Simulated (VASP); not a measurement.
# SnTe (F-43m) in VASP: further runs

Runs on SnTe. Level: HSE06. Tasks: single point.

Program: VASP 6.6.1. These are calculated values, not measurements. Logs are shortened: lines on timing, memory, paths and dates and some standing lists are left out, and cuts for length are marked.

**1. The cell of the first run**

The structure is cubic, space group F-43m (No. 216). The conventional cell has a = 7.317 Å, b = 7.317 Å, c = 7.317 Å, α = 90.00°, β = 90.00°, γ = 90.00°. Te (site symmetry -43m) has 4 Sn at 3.17 Å within 4.2 Å. Within 4.2 Å of Sn (site symmetry -43m) lie 4 Te at 3.17 Å.

**2. Single point, HSE06**

POSCAR reads:

```
SnTe
1.0
    0.0000000000      3.6586665285      3.6586665285
    3.6586665285      0.0000000000      3.6586665285
    3.6586665285      3.6586665285      0.0000000000
Te Sn
1 1
Direct
    0.2500000000      0.2500000000      0.2500000000
    0.0000000000      0.0000000000      0.0000000000
```

INCAR.step1 reads:

```
  ALGO = Normal
  EDIFF = 1E-5
  ENCUT = 520
  GGA = PE
  ISIF = 2
  ISMEAR = -1
  LASPH = True
  LCHARG = False
  LREAL = False
  LWAVE = True
  NBANDS = 17
  NELM = 60
  PREC = Accurate
  SIGMA = 0.05
```

INCAR.step2 reads:

```
  ALGO = Normal
  EDIFF = 1E-7
  ENCUT = 520
  GGA = PE
  HFSCREEN = 0.2079
  ISIF = 2
  ISMEAR = -1
  ISTART = 1
  LASPH = True
  LCHARG = False
  LHFCALC = True
  LREAL = False
  LWAVE = False
  NBANDS = 17
  NELM = 60
  PREC = Accurate
  PRECFOCK = Normal
  SIGMA = 0.05
```

KPOINTS reads:

```
k-points
0
Gamma
  4 4 4
```

Potentials or basis: VASP PAW PBE potentials, release 64 (Te, Sn_d).

Started as:

```
> cat potpaw_PBE.64/Te/POTCAR potpaw_PBE.64/Sn_d/POTCAR > POTCAR
> cp INCAR.step1 INCAR
> mpirun -np 1 vasp_std > vasp.out
> cp INCAR.step2 INCAR
> mpirun -np 1 vasp_std > vasp.out
```

OUTCAR:

```text
EDIFF = 1E-7
   ENCUT = 520
   GGA = PE
   HFSCREEN = 0.2079
   ISIF = 2
   ISMEAR = -1
   ISTART = 1
   LASPH = True
   LHFCALC = True
   LREAL = False
   NELM = 60
   PREC = Accurate
   PRECFOCK = Normal

 ion  position               nearest neighbor table
   1  0.250  0.250  0.250-   2 3.17   2 3.17   2 3.17   2 3.17
   2  0.000  0.000  0.000-   1 3.17   1 3.17   1 3.17   1 3.17

  LATTYP: Found a face centered cubic cell.
 ALAT       =     7.3173330570

  Lattice vectors:

 A1 = (   0.0000000000,   3.6586665285,   3.6586665285)
 A2 = (   3.6586665285,   0.0000000000,   3.6586665285)
 A3 = (   3.6586665285,   3.6586665285,   0.0000000000)

Analysis of symmetry for initial positions (statically):
=====================================================================
 Subroutine PRICEL returns:
 Original cell was already a primitive cell.

 Routine SETGRP: Setting up the symmetry group for a
 face centered cubic supercell.

 Subroutine GETGRP returns: Found 24 space group operations
 (whereof 24 operations were pure point group operations)
 out of a pool of 48 trial point group operations.

The static configuration has the point symmetry T_d .

Analysis of symmetry for dynamics (positions and initial velocities):
=====================================================================
 Subroutine PRICEL returns:
 Original cell was already a primitive cell.

 Routine SETGRP: Setting up the symmetry group for a
 face centered cubic supercell.

 Subroutine GETGRP returns: Found 24 space group operations
 (whereof 24 operations were pure point group operations)
 out of a pool of 48 trial point group operations.

The dynamic configuration has the point symmetry T_d .

 Subroutine INISYM returns: Found 24 space group operations
 (whereof 24 operations are pure point group operations),
 and found     1 'primitive' translations

----------------------------------------------------------------------------------------

                                     Primitive cell

  volume of cell :      97.9487

  direct lattice vectors                    reciprocal lattice vectors
     0.000000000  3.658666528  3.658666528    -0.136661813  0.136661813  0.136661813
     3.658666528  0.000000000  3.658666528     0.136661813 -0.136661813  0.136661813
     3.658666528  3.658666528  0.000000000     0.136661813  0.136661813 -0.136661813

  length of vectors
[... 70 lines left out ...]
   NFREE  =      0    steps in history (QN), initial steepest desc. (CG)
   ISIF   =      2    stress and relaxation
   ISYM   =      3    0-nonsym 1-usesym 2-fastsym
   POTIM  = 0.5000    time-step for ionic-motion
   TEBEG  =    0.0;   TEEND  =   0.0 temperature during run
   PSTRESS=    0.0 pullay stress
   NELECT =      20.0000    total number of electrons
   NUPDOWN=      -1.0000    fix difference up-down
   EMIN   =  10.00;   EMAX   =-10.00  energy-range for DOS
   EFERMI =   0.00;   METHOD = LEGACY
   ISMEAR =    -1;   SIGMA  =   0.05  broadening in eV -4-tet -1-fermi 0-gaus
   EFERMI_NEDOS =   21; number of points for ismear=-14 and -15
   IALGO  =     38    algorithm
   IMIX   =      1    mixing-type and parameters
     AMIX     =   0.40;   BMIX     =  1.00
     AMIX_MAG =   1.60;   BMIX_MAG =  1.00
  volume/ion in A,a.u.               =      48.97       330.50
  Fermi-wavevector in a.u.,A,eV,Ry     =   0.964018  1.821731 12.644323  0.929332
  Thomas-Fermi vector in A             =   2.093614
   LORBIT       =      0    0 simple, 1 ext, 2 COOP (PROOUT), +10 PAW based schemes
   GGA     = PE    functional components
   LHFCALC =     T    Hartree Fock is set to
   PRECFOCK=normal    Normal, Fast or Accurate (Low or Medium for compatibility)
   ENCUT4O =  -1.0   cutoff for four orbital integrals eV
   NKREDX  =     1    reduce k-point grid by
   NKREDY  =     1    reduce k-point grid by
   NKREDZ  =     1    reduce k-point grid by
   AEXX    =    0.2500 exact exchange contribution
   HFSCREEN=    0.2079 screening length (either q_TF or 0.3 A-1)
   HFSCREENC=   0.2079 screening length for correlation (either q_TF or 0.3 A-1)
   ENCUTFOCK=  -1.0 apply spherical cutoff to Coloumb kernel
   IVDW    =     0    specifies the selected vdW correction
   LEPSILON=     F    determine dielectric tensor
   LRPA    =     F    only Hartree local field effects (RPA)
 non-spin polarized calculation
  energy-cutoff  :      520.00
  volume of cell :       97.95
 maximum number of plane-waves:      2685
 NGX is ok and might be reduce to    40
  NGX = 30; NGY = 30; NGZ = 30

 number of electron      19.9999993 magnetization

 Free energy of the ion-electron system (eV)
  ---------------------------------------------------
  ext. energy  EPLUGINS =         0.00000000
  ---------------------------------------------------
  free energy    TOTEN  =        -8.41433167 eV

  energy without entropy =       -8.41375506  energy(sigma->0) =       -8.41404336

 E-fermi :   2.8887     XC(G=0):  -6.1639

 val. band max:        2.6255995425   @ k =  -0.2500   0.5000   0.2500
 cond. band min:       3.1176045487   @ k =   0.5000   0.5000   0.0000
 fundamental gap:      0.4920050062
 Fermi energy:         2.8886845145

 k-point     1 :       0.0000    0.0000    0.0000
  band No.  band energies     occupation
      1     -21.4944      2.00000
      2     -21.4944      2.00000
      3     -21.4944      2.00000
      4     -21.4856      2.00000
      5     -21.4856      2.00000
      6      -9.8883      2.00000
[... 137 lines left out ...]
      4     -21.4860      2.00000
      5     -21.4853      2.00000
      6      -9.0870      2.00000
[... 9 lines left out ...]
     16      11.1044      0.00000
     17      11.1248      0.00000

------------------------ aborting loop because EDIFF is reached ----------------------------------------

  FORCE on cell =-STRESS in cart. coord.  units (eV):
  Direction    XX          YY          ZZ          XY          YZ          ZX
  --------------------------------------------------------------------------------------
  -------------------------------------------------------------------------------------
  Total       -0.9704043     -0.9704043     -0.9704043     -0.0000000     -0.0000000     -0.0000000
  in kB      -15.8732127    -15.8732127    -15.8732127     -0.0000000     -0.0000000     -0.0000000
  external PRESSURE =     -15.8732127 kB  Pullay stress =       0.0000000 kB

 VOLUME and BASIS-vectors are now :
 -----------------------------------------------------------------------------
  energy-cutoff  :      520.00
  volume of cell :       97.95
      direct lattice vectors                 reciprocal lattice vectors
     0.000000000  3.658666528  3.658666528    -0.136661813  0.136661813  0.136661813
     3.658666528  0.000000000  3.658666528     0.136661813 -0.136661813  0.136661813
     3.658666528  3.658666528  0.000000000     0.136661813  0.136661813 -0.136661813

 POSITION                                       TOTAL-FORCE (eV/Angst)
 -----------------------------------------------------------------------------------
      1.82933      1.82933      1.82933        -0.000000     -0.000000     -0.000000
      0.00000      0.00000      0.00000         0.000000      0.000000      0.000000
 -----------------------------------------------------------------------------------
    total drift:                               -0.000000     -0.000002     -0.000002

  FREE ENERGIE OF THE ION-ELECTRON SYSTEM (eV)
  ---------------------------------------------------
  free  energy   TOTEN  =        -8.4143316708 eV

  energy  without entropy=       -8.4137550564  energy(sigma->0) =       -8.41404336
```

It took 27 min on 1 thread of Oxide Virtual Turin-like, shared host; peak memory 0.32 GiB.

Results:

- Free energy: -8.4143 eV
- Pressure: -1.6 GPa
- Band gap on the k mesh: 0.49 eV (least direct gap 1.19 eV)

Caveat: the PAW data sets were made with another functional, which shifts forces and pressure a little; spin-orbit coupling is left out, which moves the levels of the heavy elements. A k mesh can miss the band edges.

(Part 1 of 2 ends here.)
